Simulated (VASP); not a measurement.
# BN (Qingsongite) in VASP: settings compared

BN (Qingsongite) is run at these levels: PBE, r2SCAN, HSE06; tasks: single point.

Program: VASP 6.6.1. These are calculated values, not measurements. Logs are shortened: lines on timing, memory, paths and dates and some standing lists are left out, and cuts for length are marked.

**1. The cell of the first run**

Symmetry: F-43m, No. 216, cubic system. Conventional cell: a = 3.679 Å, b = 3.679 Å, c = 3.679 Å, α = 90.00°, β = 90.00°, γ = 90.00°. Within 2.1 Å of B (site symmetry -43m) lie 4 N at 1.59 Å. N (site symmetry -43m) has 4 B at 1.59 Å within 2.1 Å.

**2. Single point, PBE (strain +1.9%)**

File INCAR:

```
PREC = Accurate
ENCUT = 520
EDIFF = 1E-6
ISMEAR = -1
SIGMA = 0.02
LREAL = False
LASPH = True
NELM = 60
ALGO = Normal
ISIF = 2
LWAVE = False
LCHARG = False
GGA = PE
NBANDS = 11
```

File KPOINTS:

```
regular mesh
0
Gamma
  12 12 12
```

File POSCAR:

```
BN
1.0
    0.0000000000      1.8392967002      1.8392967002
    1.8392967002      0.0000000000      1.8392967002
    1.8392967002      1.8392967002      0.0000000000
B N
1 1
Direct
    0.0000000000      0.0000000000      0.0000000000
    0.2500000000      0.2500000000      0.2500000000
```

Potentials or basis: VASP PAW PBE potentials, release 64 (B, N).

Launch:

```
$ cat potpaw_PBE.64/B/POTCAR potpaw_PBE.64/N/POTCAR > POTCAR
$ mpirun -np 1 vasp_std > vasp.out
```

OUTCAR:

```text
PREC = Accurate
   ENCUT = 520
   EDIFF = 1E-6
   ISMEAR = -1
   LREAL = False
   LASPH = True
   NELM = 60
   ISIF = 2
   GGA = PE

 ion  position               nearest neighbor table
   1  0.000  0.000  0.000-   2 1.59   2 1.59   2 1.59   2 1.59
   2  0.250  0.250  0.250-   1 1.59   1 1.59   1 1.59   1 1.59

  LATTYP: Found a face centered cubic cell.
 ALAT       =     3.6785934004

  Lattice vectors:

 A1 = (   0.0000000000,   1.8392967002,   1.8392967002)
 A2 = (   1.8392967002,   0.0000000000,   1.8392967002)
 A3 = (   1.8392967002,   1.8392967002,   0.0000000000)

Analysis of symmetry for initial positions (statically):
=====================================================================
 Subroutine PRICEL returns:
 Original cell was already a primitive cell.

 Routine SETGRP: Setting up the symmetry group for a
 face centered cubic supercell.

 Subroutine GETGRP returns: Found 24 space group operations
 (whereof 24 operations were pure point group operations)
 out of a pool of 48 trial point group operations.

The static configuration has the point symmetry T_d .

Analysis of symmetry for dynamics (positions and initial velocities):
=====================================================================
 Subroutine PRICEL returns:
 Original cell was already a primitive cell.

 Routine SETGRP: Setting up the symmetry group for a
 face centered cubic supercell.

 Subroutine GETGRP returns: Found 24 space group operations
 (whereof 24 operations were pure point group operations)
 out of a pool of 48 trial point group operations.

The dynamic configuration has the point symmetry T_d .

 Subroutine INISYM returns: Found 24 space group operations
 (whereof 24 operations are pure point group operations),
 and found     1 'primitive' translations

----------------------------------------------------------------------------------------

                                     Primitive cell

  volume of cell :      12.4447

  direct lattice vectors                    reciprocal lattice vectors
     0.000000000  1.839296700  1.839296700    -0.271843036  0.271843036  0.271843036
     1.839296700  0.000000000  1.839296700     0.271843036 -0.271843036  0.271843036
     1.839296700  1.839296700  0.000000000     0.271843036  0.271843036 -0.271843036

  length of vectors
     2.601158339  2.601158339  2.601158339     0.470845951  0.470845951  0.470845951

  position of ions in fractional coordinates (direct lattice)
     0.000000000  0.000000000  0.000000000
     0.250000000  0.250000000  0.250000000

  ion indices of the primitive-cell ions
   primitive index   ion index
                 1           1
                 2           2

----------------------------------------------------------------------------------------

 KPOINTS: regular mesh

Automatic generation of k-mesh.
 Grid dimensions read from file:
 generate k-points for:   12   12   12

 Generating k-lattice:

  Cartesian coordinates                     Fractional coordinates (reciprocal lattice)
    -0.022653586  0.022653586  0.022653586     0.083333333  0.000000000  0.000000000
     0.022653586 -0.022653586  0.022653586     0.000000000  0.083333333  0.000000000
     0.022653586  0.022653586 -0.022653586     0.000000000  0.000000000  0.083333333

  Length of vectors
     0.039237163  0.039237163  0.039237163

  Shift w.r.t. Gamma in fractional coordinates (k-lattice)
     0.000000000  0.000000000  0.000000000

 Subroutine IBZKPT returns following result:
 ===========================================

 Found     72 irreducible k-points:

 Following reciprocal coordinates:
            Coordinates               Weight
  0.000000  0.000000  0.000000      1.000000
  0.083333  0.000000  0.000000      8.000000
  0.166667  0.000000  0.000000      8.000000
  0.250000  0.000000  0.000000      8.000000
  0.333333  0.000000  0.000000      8.000000
  0.416667  0.000000  0.000000      8.000000
[... 16 lines left out ...]
  0.500000  0.166667  0.000000     24.000000
 -0.416667  0.166667  0.000000     24.000000
 [... further k-points ...]
   k-points           NKPTS =     72   k-points in BZ     NKDIM =     72   number of bands    NBANDS=     11
   number of dos      NEDOS =    301   number of ions     NIONS =      2
   total plane-waves  NPLWV =   8000
   dimension x,y,z NGX =    20 NGY =   20 NGZ =   20
   dimension x,y,z NGXF=    40 NGYF=   40 NGZF=   40
   ions per type =               1   1
   NGX,Y,Z   is equivalent  to a cutoff of  12.78, 12.78, 12.78 a.u.
   NGXF,Y,Z  is equivalent  to a cutoff of  25.56, 25.56, 25.56 a.u.
 SYSTEM =  unknown system
   PREC   = accura    normal or accurate (medium, high low for compatibility)
   ISTART =      0    job   : 0-new  1-cont  2-samecut
   ICHARG =      2    charge: 1-file 2-atom 10-const
   ISPIN  =      1    spin polarized calculation?
   LNONCOLLINEAR =      F non collinear calculations
   LSORBIT =      F    spin-orbit coupling
   LASPH  =      T    aspherical Exc in radial PAW
   ENCUT  =  520.0 eV  38.22 Ry    6.18 a.u.   4.84  4.84  4.84*2*pi/ulx,y,z
   NELM   =     60;   NELMIN=  2; NELMDL= -5     # of ELM steps
   EDIFF  = 0.1E-05   stopping-criterion for ELM
   LREAL  =      F    real-space projection
[... 7 lines left out ...]
   TEBEG  =    0.0;   TEEND  =   0.0 temperature during run
   PSTRESS=    0.0 pullay stress
   NELECT =       8.0000    total number of electrons
   NUPDOWN=      -1.0000    fix difference up-down
   EMIN   =  10.00;   EMAX   =-10.00  energy-range for DOS
   EFERMI =   0.00;   METHOD = LEGACY
   ISMEAR =    -1;   SIGMA  =   0.02  broadening in eV -4-tet -1-fermi 0-gaus
   EFERMI_NEDOS =   21; number of points for ismear=-14 and -15
   IALGO  =     38    algorithm
   IMIX   =      4    mixing-type and parameters
     AMIX     =   0.40;   BMIX     =  1.00
     AMIX_MAG =   1.60;   BMIX_MAG =  1.00
  volume/ion in A,a.u.               =       6.22        41.99
  Fermi-wavevector in a.u.,A,eV,Ry     =   1.412894  2.669983 27.160910  1.996271
  Thomas-Fermi vector in A             =   2.534596
   LORBIT       =      0    0 simple, 1 ext, 2 COOP (PROOUT), +10 PAW based schemes
   GGA     = PE    functional components
   LHFCALC =     F    Hartree Fock is set to
   AEXX    =    0.0000 exact exchange contribution
   IVDW    =     0    specifies the selected vdW correction
   LEPSILON=     F    determine dielectric tensor
   LRPA    =     F    only Hartree local field effects (RPA)
 non-spin polarized calculation
  energy-cutoff  :      520.00
  volume of cell :       12.44
 maximum number of plane-waves:       347
   NGX =  9   NGY =  9   NGZ =  9

 number of electron       8.0000001 magnetization

 Free energy of the ion-electron system (eV)
  ---------------------------------------------------
  ext. energy  EPLUGINS =         0.00000000
  ---------------------------------------------------
  free energy    TOTEN  =       -17.42606740 eV

  energy without entropy =      -17.42606740  energy(sigma->0) =      -17.42606740

 E-fermi :   7.2444     XC(G=0): -12.5655

 val. band max:        6.7722195502   @ k =   0.0000   0.0000   0.0000
 cond. band min:      11.1741302875   @ k =   0.5000   0.5000   0.0000
 fundamental gap:      4.4019107373
 Fermi energy:         7.2443959233

 k-point     1 :       0.0000    0.0000    0.0000
  band No.  band energies     occupation
      1     -12.8758      2.00000
      2       6.7722      2.00000
      3       6.7722      2.00000
      4       6.7722      2.00000
      5      15.3434      0.00000
      6      15.3434      0.00000
      7      15.3434      0.00000
      8      16.2837      0.00000
      9      30.5556      0.00000
     10      33.9113      0.00000
     11      33.9113      0.00000

 k-point     2 :       0.0833    0.0000    0.0000
  band No.  band energies     occupation
      1     -12.7140      2.00000
      2       5.8896      2.00000
      3       6.6017      2.00000
      4       6.6017      2.00000
      5      15.4635      0.00000
      6      15.6018      0.00000
      7      15.6018      0.00000
      8      16.9055      0.00000
      9      30.4542      0.00000
     10      31.7916      0.00000
     11      31.7916      0.00000

 k-point     3 :       0.1667    0.0000    0.0000
  band No.  band energies     occupation
      1     -12.2349      2.00000
      2       3.8652      2.00000
      3       6.1856      2.00000
      4       6.1856      2.00000
      5      15.6568      0.00000
      6      16.2057      0.00000
      7      16.2057      0.00000
      8      18.2907      0.00000
      9      30.0705      0.00000
     10      30.2928      0.00000
     11      30.2928      0.00000

 k-point     4 :       0.2500    0.0000    0.0000
  band No.  band energies     occupation
      1     -11.4634      2.00000
      2       1.4953      2.00000
      3       5.7032      2.00000
      4       5.7032      2.00000
      5      15.8713      0.00000
      6      16.7927      0.00000
      7      16.7927      0.00000
      8      19.6648      0.00000
      9      29.5671      0.00000
     10      29.8839      0.00000
     11      29.8839      0.00000
[... 239 lines left out ...]
 k-point    22 :       0.4167    0.1667    0.0000
  band No.  band energies     occupation
      1      -9.6181      2.00000
      2      -1.0824      2.00000
      3       3.7600      2.00000
      4       3.9731      2.00000
      5      15.0142      0.00000
      6      18.5681      0.00000
      7      19.2132      0.00000
      8      20.0134      0.00000
      9      26.5421      0.00000
     10      32.0185      0.00000
     11      34.4080      0.00000

 k-point    23 :       0.5000    0.1667    0.0000
  band No.  band energies     occupation
      1      -8.7250      2.00000
      2      -2.5397      2.00000
      3       3.2017      2.00000
      4       4.0400      2.00000
      5      15.3716      0.00000
      6      18.4890      0.00000
      7      18.9967      0.00000
      8      21.2312      0.00000
      9      26.9120      0.00000
     10      32.1650      0.00000
     11      33.6144      0.00000

 k-point    24 :      -0.4167    0.1667    0.0000
  band No.  band energies     occupation
      1      -8.5581      2.00000
      2      -2.7861      2.00000
      3       2.8208      2.00000
      4       4.3374      2.00000
      5      15.8101      0.00000
      6      18.3412      0.00000
      7      18.6230      0.00000
      8      21.7895      0.00000
      9      27.1939      0.00000
     10      31.4850      0.00000
     11      32.4249      0.00000

 [... further k-points ...]
[... 5 lines left out ...]
  --------------------------------------------------------------------------------------
  -------------------------------------------------------------------------------------
  Total       -1.1684845     -1.1684845     -1.1684845      0.0000000      0.0000000      0.0000000
  in kB     -150.4347497   -150.4347497   -150.4347497      0.0000000      0.0000000      0.0000000
  external PRESSURE =    -150.4347497 kB  Pullay stress =       0.0000000 kB

 VOLUME and BASIS-vectors are now :
 -----------------------------------------------------------------------------
  energy-cutoff  :      520.00
  volume of cell :       12.44
      direct lattice vectors                 reciprocal lattice vectors
     0.000000000  1.839296700  1.839296700    -0.271843036  0.271843036  0.271843036
     1.839296700  0.000000000  1.839296700     0.271843036 -0.271843036  0.271843036
     1.839296700  1.839296700  0.000000000     0.271843036  0.271843036 -0.271843036

 POSITION                                       TOTAL-FORCE (eV/Angst)
 -----------------------------------------------------------------------------------
      0.00000      0.00000      0.00000         0.000000      0.000000      0.000000
      0.91965      0.91965      0.91965        -0.000000     -0.000000     -0.000000
 -----------------------------------------------------------------------------------
    total drift:                               -0.000000     -0.000000      0.000000

  FREE ENERGIE OF THE ION-ELECTRON SYSTEM (eV)
  ---------------------------------------------------
  free  energy   TOTEN  =       -17.4260674044 eV

  energy  without entropy=      -17.4260674044  energy(sigma->0) =      -17.42606740
```

It took 4.7 s on 1 thread of Intel Xeon 6975P-C (Granite Rapids), shared host; peak memory 0.11 GiB.

Results:

```yaml
Free_energy: -17.4261 eV
Pressure: -15.0 GPa
Band_gap_on_the_k_mesh: 4.40 eV, indirect (least direct gap 8.57 eV)
```

Caveat: the cell differs from its parent crystal (strain +1.9%). A k mesh can miss the band edges.

**3. Single point, r2SCAN (strain +1.9%)**

POSCAR is that of step 2.

File INCAR.step1:

```
SYSTEM = BN
PREC     = Accurate       ! precision mode
ENCUT    = 520            ! plane-wave cutoff, eV
ISMEAR   = 0              ! smearing method
SIGMA    = 0.01           ! smearing width, eV
LREAL    = .False.        ! projectors in reciprocal space
LASPH    = .True.         ! aspherical terms in the spheres
NELM     = 60             ! most SCF steps
NBANDS   = 11             ! bands
GGA      = PE             ! functional
ALGO     = Normal         ! electronic algorithm
EDIFF    = 1E-4           ! SCF threshold, eV
LWAVE    = .True.         ! write WAVECAR
LCHARG   = .False.        ! write CHGCAR
```

File INCAR.step2:

```
SYSTEM = BN
PREC     = Accurate       ! precision mode
ENCUT    = 520            ! plane-wave cutoff, eV
EDIFF    = 1E-6           ! SCF threshold, eV
ISMEAR   = 0              ! smearing method
SIGMA    = 0.01           ! smearing width, eV
LREAL    = .False.        ! projectors in reciprocal space
LASPH    = .True.         ! aspherical terms in the spheres
NELM     = 60             ! most SCF steps
ALGO     = Normal         ! electronic algorithm
ISIF     = 2              ! what is computed and relaxed
LWAVE    = .False.        ! write WAVECAR
LCHARG   = .False.        ! write CHGCAR
METAGGA  = R2SCAN         ! meta-GGA
LMIXTAU  = .True.       
NBANDS   = 11             ! bands
ISTART   = 1
```

File KPOINTS:

```
regular mesh
0
Gamma
  12 12 12
  0 0 0
```

Potentials or basis: VASP PAW PBE potentials, release 64 (B, N).

Launch:

```
$ cat potpaw_PBE.64/B/POTCAR potpaw_PBE.64/N/POTCAR > POTCAR
$ cp INCAR.step1 INCAR
$ mpirun -np 1 vasp_std > vasp.out
$ cp INCAR.step2 INCAR
$ mpirun -np 1 vasp_std > vasp.out
```

OUTCAR:

```text
SYSTEM = BN
   PREC = Accurate
   ENCUT = 520
   EDIFF = 1E-6
   ISMEAR = 0
   LREAL = .False.
   LASPH = .True.
   NELM = 60
   ISIF = 2
   METAGGA = R2SCAN
   ISTART = 1

 ion  position               nearest neighbor table
   1  0.000  0.000  0.000-   2 1.59   2 1.59   2 1.59   2 1.59
   2  0.250  0.250  0.250-   1 1.59   1 1.59   1 1.59   1 1.59

  LATTYP: Found a face centered cubic cell.
 ALAT       =     3.6785934004

  Lattice vectors:

 A1 = (   0.0000000000,   1.8392967002,   1.8392967002)
 A2 = (   1.8392967002,   0.0000000000,   1.8392967002)
 A3 = (   1.8392967002,   1.8392967002,   0.0000000000)

Analysis of symmetry for initial positions (statically):
=====================================================================
 Subroutine PRICEL returns:
 Original cell was already a primitive cell.

 Routine SETGRP: Setting up the symmetry group for a
 face centered cubic supercell.

 Subroutine GETGRP returns: Found 24 space group operations
 (whereof 24 operations were pure point group operations)
 out of a pool of 48 trial point group operations.

The static configuration has the point symmetry T_d .

Analysis of symmetry for dynamics (positions and initial velocities):
[... 166 lines left out ...]
 k-point     1 :       0.0000    0.0000    0.0000
  band No.  band energies     occupation
      1     -14.0841      2.00000
      2       6.6127      2.00000
      3       6.6127      2.00000
      4       6.6127      2.00000
      5      15.8823      0.00000
      6      15.8823      0.00000
      7      15.8823      0.00000
      8      16.7887      0.00000
      9      31.7268      0.00000
     10      34.7182      0.00000
     11      34.7182      0.00000
[... 309 lines left out ...]
 k-point    24 :      -0.4167    0.1667    0.0000
  band No.  band energies     occupation
      1      -9.6791      2.00000
      2      -3.3087      2.00000
      3       2.4912      2.00000
      4       4.0837      2.00000
      5      16.3225      0.00000
      6      18.9657      0.00000
      7      19.3173      0.00000
      8      22.7267      0.00000
      9      28.2965      0.00000
     10      32.5200      0.00000
     11      33.7741      0.00000

 [... further k-points ...]
[... 5 lines left out ...]
  --------------------------------------------------------------------------------------
  -------------------------------------------------------------------------------------
  Total       -1.4852179     -1.4852179     -1.4852179      0.0000000     -0.0000000      0.0000000
  in kB     -191.2121040   -191.2121040   -191.2121040      0.0000000     -0.0000000      0.0000000
  external PRESSURE =    -191.2121040 kB  Pullay stress =       0.0000000 kB

 VOLUME and BASIS-vectors are now :
 -----------------------------------------------------------------------------
  energy-cutoff  :      520.00
  volume of cell :       12.44
      direct lattice vectors                 reciprocal lattice vectors
     0.000000000  1.839296700  1.839296700    -0.271843036  0.271843036  0.271843036
     1.839296700  0.000000000  1.839296700     0.271843036 -0.271843036  0.271843036
     1.839296700  1.839296700  0.000000000     0.271843036  0.271843036 -0.271843036

 POSITION                                       TOTAL-FORCE (eV/Angst)
 -----------------------------------------------------------------------------------
      0.00000      0.00000      0.00000         0.000000     -0.000000      0.000000
      0.91965      0.91965      0.91965        -0.000000      0.000000     -0.000000
 -----------------------------------------------------------------------------------
    total drift:                                0.000000      0.000000      0.000000

  FREE ENERGIE OF THE ION-ELECTRON SYSTEM (eV)
  ---------------------------------------------------
  free  energy   TOTEN  =       -19.1327694635 eV

  energy  without entropy=      -19.1327694635  energy(sigma->0) =      -19.13276946
```

OSZICAR.step1:

```text
N       E                     dE             d eps       ncg     rms          rms(c)
DAV:   1     0.981016182624E+01    0.98102E+01   -0.50863E+03  1627   0.729E+02
DAV:   2    -0.177767118406E+02   -0.27587E+02   -0.26897E+02  1929   0.162E+02
DAV:   3    -0.183137842238E+02   -0.53707E+00   -0.53640E+00  1845   0.191E+01
DAV:   4    -0.183144345029E+02   -0.65028E-03   -0.65027E-03  1713   0.769E-01
DAV:   5    -0.183144351626E+02   -0.65975E-06   -0.65977E-06  1702   0.238E-02    0.642E+00
DAV:   6    -0.174948613395E+02    0.81957E+00   -0.30292E+00  1671   0.978E+00    0.309E+00
DAV:   7    -0.174384995284E+02    0.56362E-01   -0.83753E-02  1752   0.245E+00    0.185E+00
DAV:   8    -0.174258379108E+02    0.12662E-01   -0.33263E-02  1754   0.131E+00    0.166E-01
DAV:   9    -0.174259670976E+02   -0.12919E-03   -0.10739E-03  1686   0.255E-01    0.785E-02
DAV:  10    -0.174260615012E+02   -0.94404E-04   -0.13031E-04  1714   0.974E-02
   1 F= -.17426062E+02 E0= -.17426062E+02  d E =-.184728E-48
```

It took 17 s on 1 thread of Intel Xeon 6975P-C (Granite Rapids), shared host; peak memory 0.12 GiB.

Results:

- Free energy: -19.1328 eV
- Pressure: -19.1 GPa
- Band gap on the k mesh: 4.91 eV, indirect (least direct gap 9.27 eV)

Levels at points of the mesh, in eV from the valence-band top:
```tsv
k point	band 2	band 3	band 4	band 5	band 6	band 7
(0.00, 0.00, 0.00)	0.00	0.00	0.00	9.27	9.27	9.27
(0.50, 0.00, 0.00)	-10.60	-1.92	-1.92	10.09	11.17	11.17
(0.50, 0.50, 0.00)	-8.98	-4.84	-4.84	4.91	9.50	18.43
```

Caveat: the cell differs from its parent crystal (strain +1.9%); the PAW data sets were made with another functional, which shifts forces and pressure a little.

(Part 1 of 2 ends here.)
